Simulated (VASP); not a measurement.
Input of a VASP 6.6.1 run:

The input INCAR:

```
PREC     = Accurate       # precision mode
ENCUT    = 520            # plane-wave cutoff, eV
EDIFF    = 1E-7           # SCF threshold, eV
ISMEAR   = 0              # smearing method
SIGMA    = 0.1            # smearing width, eV
LREAL    = F              # projectors in reciprocal space
LASPH    = T              # aspherical terms in the spheres
NELM     = 150            # most SCF steps
ALGO     = Normal         # electronic algorithm
ISIF     = 2              # what is computed and relaxed
LWAVE    = F              # write WAVECAR
LCHARG   = F              # write CHGCAR
ISPIN    = 2              # spin polarisation
MAGMOM   = 0 0 0 0 3.64 -0.29 # initial moments
LORBIT   = 11             # projections on sites
LMAXMIX  = 4              # l up to which the mixer works
GGA      = PE             # functional
NBANDS   = 42             # bands
```

The input KPOINTS:

```
Automatic mesh
0
Gamma
  8 8 8
```

POSCAR

```
Sr4NbO
1.0
    0.0000000000      4.9088086084      4.9088086084
    4.9088086084      0.0000000000      4.9088086084
    4.9088086084      4.9088086084      0.0000000000
Sr Nb O
4 1 1
Direct
    0.6264367844      0.1245210719      0.1245210719
    0.1245210719      0.6264367844      0.1245210719
    0.1245210719      0.1245210719      0.6264367844
    0.1245210719      0.1245210719      0.1245210719
    0.7500000000      0.7500000000      0.7500000000
    0.5000000000      0.5000000000      0.5000000000
```

Potentials or basis: VASP PAW PBE potentials, release 64 (Sr_sv, Nb_sv, O).

Launch:

```bash
$ cat potpaw_PBE.64/Sr_sv/POTCAR potpaw_PBE.64/Nb_sv/POTCAR potpaw_PBE.64/O/POTCAR > POTCAR
$ mpirun -np 1 vasp_std > vasp.out
```

(1) Estimate the pressure.

(2) Predict the site moments.

(3) Predict the largest force.

## Answers

(1) 0.0 GPa.

(2) Sr +0.04; Nb +2.37; O -0.23 μB.

(3) 0.015 eV/Å.
